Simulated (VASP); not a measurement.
Wanted: the native input for a VASP 6.6.1 run.

- Task: single point
- Functional: PBEsol
- Potentials or basis: VASP PAW PBE potentials, release 64 (Au)
- Cutoff: 520 eV
- k mesh: 20 × 20 × 20
- Occupations: gaussian, width 0.15 eV
- Spin: no spin polarisation
- Dipole correction: no
- Further INCAR settings: ALGO = Normal; EDIFF = 1e-06; NBANDS = 12

The structure of Au lies in POSCAR:

```
Au
1.0
    0.0000000000      2.0148175000      2.0455000000
    2.0148175000      0.0000000000      2.0455000000
    2.0148175000      2.0148175000      0.0000000000
Au
1
Direct
    0.0000000000      0.0000000000      0.0000000000
```

This cell differs from its parent crystal: strain -0.015 along x and y, +0.000 along z.

One way to write it, as run:

INCAR

```
PREC = Accurate
ENCUT = 520
EDIFF = 1E-6
ISMEAR = 0
SIGMA = 0.15
LREAL = F
LASPH = T
NELM = 60
ALGO = Normal
ISIF = 2
LWAVE = F
LCHARG = F
GGA = PS
NBANDS = 12
```

KPOINTS

```
regular mesh
0
Gamma
  20 20 20
```

Potentials or basis: VASP PAW PBE potentials, release 64 (Au).

Command:

```bash
$ cat potpaw_PBE.64/Au/POTCAR > POTCAR
$ mpirun -np 1 vasp_std > vasp.out
```

Results of the run:

The pressure is 4.3 GPa and the band gap on the k mesh is zero (an odd number of electrons rules out a gap without spin polarisation).

Caveat: the cell differs from its parent crystal (strain -0.015 along x and y, +0.000 along z); the cell stands under pressure; the PAW data sets were made with another functional, which shifts forces and pressure a little; spin-orbit coupling is left out, which moves the levels of the heavy elements.

Run time: 74 s on 1 thread of AMD EPYC 9R45 96-Core Processor (Zen 5), with other jobs on the host, peak memory 0.21 GiB.
